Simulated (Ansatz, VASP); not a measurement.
**Two plane-wave programs on Rh**

```
Rh
1.0
     0.00000    1.85087    1.85087
     1.85087    0.00000    1.85087
     1.85087    1.85087    0.00000
Rh
1
Direct
  0.00000 0.00000 0.00000
```

Alike in both runs: task single point; functional PBE; k mesh 18 × 18 × 18; occupations gaussian, width 0.1 eV; no spin polarisation.

```csv
,VASP,Ansatz
version,VASP 6.6.1,Ansatz 0.2.0
potentials or method,"VASP PAW PBE potentials, release 64 (Rh_pv), cutoff 520 eV","scalar-relativistic, plane waves, PAW"
valence electrons in the cell,15,17
```

|  | VASP | Ansatz | Ansatz less VASP |
| --- | --- | --- | --- |
| gap on the k mesh at the Fermi level (eV) | none | none | - |
| pressure (GPa) | 34.3 | 34.2 | -0.07 |

A gap of «none» marks a metal or a gap that the smearing closes. Both programs put the cell under a high pressure, so it lies far from rest at this level. VASP's potentials hold 15 valence electrons a cell and Ansatz's 17, so a difference there can come from the potentials and not from the codes.
